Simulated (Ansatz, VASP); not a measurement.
Two plane-wave programs on ScAl

Contents of POSCAR:

```
ScAl
1.0
    3.4364770386      0.0000000000      0.0000000000
    0.0000000000      3.4364770386      0.0000000000
    0.0000000000      0.0000000000      3.4364770386
Sc Al
1 1
Direct
    0.5000000000      0.5000000000      0.5000000000
    0.0000000000      0.0000000000      0.0000000000
```

Contents of INCAR.step1:

```
  PREC = Accurate
  ENCUT = 520
  ISMEAR = 0
  SIGMA = 0.1
  LREAL = F
  LASPH = T
  NELM = 60
  NBANDS = 14
  GGA = PE
  ALGO = Normal
  EDIFF = 1E-4
  LWAVE = T
  LCHARG = F
```

File INCAR.step2:

```
  PREC = Accurate
  ENCUT = 520
  EDIFF = 1E-7
  ISMEAR = 0
  SIGMA = 0.1
  LREAL = F
  LASPH = T
  NELM = 60
  ALGO = Normal
  ISIF = 2
  LWAVE = F
  LCHARG = F
  METAGGA = R2SCAN
  LMIXTAU = T
  NBANDS = 14
  ISTART = 1
```

KPOINTS

```
regular mesh
0
Gamma
  16 16 16
```

Input for Ansatz:

```yaml
crystal:
  lattice:
    - [3.4364770386, 0.0, 0.0]
    - [0.0, 3.4364770386, 0.0]
    - [0.0, 0.0, 3.4364770386]
  atoms:
    - { symbol: Sc, position: [0.5, 0.5, 0.5] }
    - { symbol: Al, position: [0.0, 0.0, 0.0] }
basis:
  ecutwfc: 500
kpoints:
  mp_grid: { grid: [16, 16, 16] }
hamiltonian:
  xc: r2scan
scf:
  occupations: { method: gaussian, width: 0.1 }
output:
  forces: true
  stress: true
  eigenvalues: true
```

Change from the starting cell: equal strain along all axes, cell held, atoms relaxed: +2.0 %.

Alike in both runs: task single point; functional r2SCAN; k mesh 16 × 16 × 16; occupations gaussian, width 0.1 eV; no spin polarisation.

|  | VASP | Ansatz |
| --- | --- | --- |
| version | VASP 6.6.1 | Ansatz 0.2.0 |
| potentials or method | VASP PAW PBE potentials, release 64 (Sc_sv, Al), cutoff 520 eV | scalar-relativistic, plane waves, PAW |
| valence electrons in the cell | 14 | 14 |

```tsv
	VASP	Ansatz	Ansatz less VASP
gap on the k mesh at the Fermi level (eV)	none	none	-
pressure (GPa)	-4.1	-4.2	-0.15
```

VASP's potentials were made for PBE, not for r2SCAN. A gap of «none» marks a metal or a gap that the smearing closes. The functional is the same, so the differences come from potentials, cutoffs and numerics.
